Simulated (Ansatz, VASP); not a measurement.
# Be3CdSe4: VASP beside Ansatz

```
Be Cd Se
1.0
     3.85770    0.00000    0.00000
     0.00000    3.85770    0.00000
     0.00000    0.00000    9.68288
Be Cd Se
3 1 4
Direct
  0.50000 0.50000 0.73464
  0.00000 0.00000 0.50000
  0.50000 0.50000 0.26536
  0.00000 0.00000 0.00000
  0.00000 0.00000 0.27816
  0.50000 0.50000 0.00000
  0.00000 0.00000 0.72184
  0.50000 0.50000 0.50000
```

Change from the starting cell: species swapped into the GeTe4Pb3 type (P4/mmm, No. 123).

Alike in both runs: functional PBE; k mesh 3 × 3 × 1; occupations gaussian, width 0.15 eV; no spin polarisation.

Ansatz relaxed the structure, and its values are those at the end. VASP's run is a single point on that final structure, the one shown.

|  | VASP | Ansatz |
| --- | --- | --- |
| version | VASP 6.6.1 | Ansatz 0.2.0 |
| potentials or method | VASP PAW PBE potentials, release 64 (Be, Cd, Se), cutoff 600 eV | scalar-relativistic, plane waves, PAW |
| valence electrons in the cell | 42 | 90 |

|  | VASP | Ansatz | Ansatz less VASP |
| --- | --- | --- | --- |
| gap on the k mesh at the Fermi level (eV) | none | none | - |
| pressure (GPa) | 0.3 | 0.1 | -0.24 |
| rms of the force components (eV/Å) | 0.014 | 0.019 | +0.0054 |

A gap of «none» marks a metal or a gap that the smearing closes. VASP's potentials hold 42 valence electrons a cell and Ansatz's 90, so a difference there can come from the potentials and not from the codes.

The k mesh is coarse, so the values compare programs but aren't converged.
